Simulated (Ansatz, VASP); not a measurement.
**One calculation of Ga, two programs**

INCAR

```
PREC = Accurate
ENCUT = 500
EDIFF = 1E-6
ISMEAR = 0
SIGMA = 0.1
LREAL = F
LASPH = T
NELM = 120
ALGO = Normal
ISIF = 2
LWAVE = F
LCHARG = F
GGA = PE
IVDW = 12
NBANDS = 12
GGA_COMPAT = F
```

File KPOINTS:

```
regular mesh
0
Gamma
  8 8 8
```

The input POSCAR:

```
Ga
1.0
    0.0000000000      2.1794893789      2.1794893789
    2.1794893789      0.0000000000      2.1794893789
    2.1794893789      2.1794893789      0.0000000000
Ga
1
Direct
    0.0000000000      0.0000000000      0.0000000000
```

Input for Ansatz:

```yaml
crystal:
  lattice:
    - [0.0, 2.1794893789, 2.1794893789]
    - [2.1794893789, 0.0, 2.1794893789]
    - [2.1794893789, 2.1794893789, 0.0]
  atoms:
    - { symbol: Ga, position: [0.0, 0.0, 0.0] }
basis:
  ecutwfc: 420
kpoints:
  mp_grid: { grid: [8, 8, 8] }
hamiltonian:
  xc: pbe
  dispersion: d3bj
scf:
  occupations: { method: gaussian, width: 0.1 }
output:
  forces: true
  stress: true
  eigenvalues: true
```

Alike in both runs: task single point; functional PBE; dispersion D3(BJ); k mesh 8 × 8 × 8; occupations gaussian, width 0.1 eV; no spin polarisation.

|  | VASP | Ansatz |
| --- | --- | --- |
| version | VASP 6.6.1 | Ansatz 0.2.0 |
| potentials or method | VASP PAW PBE potentials, release 64 (Ga_d), cutoff 500 eV | scalar-relativistic, plane waves, PAW |
| valence electrons in the cell | 13 | 13 |

```csv
,VASP,Ansatz,Ansatz less VASP
gap on the k mesh at the Fermi level (eV),none,none,-
pressure (GPa),-5.7,-5.7,-0.01
```

A gap of «none» marks a metal or a gap that the smearing closes.
